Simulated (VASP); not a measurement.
Runs of VASP 6.6.1 on Pt. Symmetry: Fm-3m, No. 225, cubic system. The conventional cell has a = 3.941 Å, b = 3.941 Å, c = 3.941 Å, α = 90.00°, β = 90.00°, γ = 90.00°. Within 3.7 Å of Pt (site symmetry m-3m) lie 12 Pt at 2.79 Å. 

| k mesh | smearing | gap on the mesh (eV) | pressure (GPa) |
| --- | --- | --- | --- |
| 14 × 14 × 14 | methfessel-paxton 0.6 eV | none | 0.6 |
| 14 × 14 × 14 | gaussian 0.6 eV | none | (b) |
| 14 × 14 × 14 | fermi-dirac 0.03 eV | none | 0.3 |
| 14 × 14 × 14 | methfessel-paxton 0.01 eV | none | 0.2 |
| 2 × 2 × 2 | fermi-dirac 0.1 eV | none | (a) |

Alike in all rows: task single point; level r2SCAN; potentials or basis VASP PAW PBE potentials, release 64 (Pt); no spin polarisation; cell as given; cutoff (eV) 520.

Problem. Estimate the missing entries.

Solution. (a) 64.7; (b) 1.9.

Caveats: some runs use coarse meshes; the PAW data sets were made with another functional, which shifts forces and pressure a little; spin-orbit coupling is left out, which moves the levels of the heavy elements.

A k mesh can miss the band edges, and the runs leave out spin-orbit coupling on Pt.

A gap of «none» marks levels without a gap at the run's occupations.
